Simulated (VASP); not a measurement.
# AlRu (CsCl type): relaxation of cell and atoms with PBE

The system is AlRu (CsCl type).

```
Ru Al
1.0
     2.93388    0.00000    0.00000
     0.00000    2.93388    0.00000
     0.00000    0.00000    2.93388
Ru Al
1 1
Direct
  0.00000 0.00000 0.00000
  0.50000 0.50000 0.50000
```

```yaml
Program: VASP 6.6.1
Task: relaxation of cell and atoms
Functional: PBE
Potentials_or_basis: VASP PAW PBE potentials, release 64 (Ru_pv, Al)
Cutoff: 600 eV
k_mesh: 14 × 14 × 14
Occupations: fermi-dirac, width 0.1 eV
Spin: no spin polarisation
Target_pressure: 30 GPa
Dipole_correction: no
Further_INCAR_settings: ALGO = Normal; EDIFF = 1e-06; IBRION = 2; EDIFFG = -0.005; NSW = 60; ISIF = 3
```

```
Relaxed volume                                             : 12.09 Å³/atom
Relaxed cell                                               : a = 2.892 Å, b = 2.892 Å, c = 2.892 Å, α = 90.00°, β = 90.00°, γ = 90.00°
Space group after relaxing (to 0.1 Å)                      : Pm-3m (No. 221)
Energy change on relaxing (the run minimises the enthalpy) : +77.6 meV/atom
Ionic steps                                                : 6
Pressure after relaxing                                    : 30.0 GPa
Band gap on the k mesh                                     : zero (an odd number of electrons rules out a gap without spin polarisation)
```

Step by step:
```csv
step,energy change (eV),largest force (eV/Å),pressure (GPa),volume (Å³)
1,0.0000,0.0000,17.02,25.25
2,0.9344,0.0000,74.04,21.70
3,0.1470,0.0000,29.65,24.23
4,0.1513,0.0000,29.75,24.21
5,0.1625,0.0000,30.56,24.15
6,0.1552,0.0000,30.01,24.19
```

Final structure:
```xyz
2
Lattice="2.8919 0.0000 0.0000 0.0000 2.8919 0.0000 0.0000 0.0000 2.8919" Properties=species:S:1:pos:R:3 pbc="T T T"
Ru    0.0000    0.0000    0.0000
Al    1.4460    1.4460    1.4460
```

Levels at points of the mesh, in eV from the Fermi level:
| k point | band 6 | band 7 | band 8 | band 9 | band 10 | band 11 | band 12 |
| --- | --- | --- | --- | --- | --- | --- | --- |
| (0.00, 0.00, 0.00) | -4.17 | 0.20 | 0.20 | 0.20 | 6.58 | 6.58 | 6.58 |
| (0.50, 0.00, 0.00) | -3.24 | -1.85 | -1.85 | 0.50 | 2.69 | 7.35 | 11.56 |
| (0.50, 0.50, 0.00) | -1.44 | -1.44 | -1.39 | -1.39 | 1.80 | 6.02 | 7.32 |
| (0.50, 0.50, 0.50) | -5.25 | 1.91 | 1.91 | 3.20 | 4.39 | 4.39 | 4.39 |

It took 2.1 min on 1 thread of Intel Xeon 8259CL (shared host), peak memory 0.18 GiB.

Caveat: the cell is relaxed towards a set pressure, so the run minimises the enthalpy, not the energy.
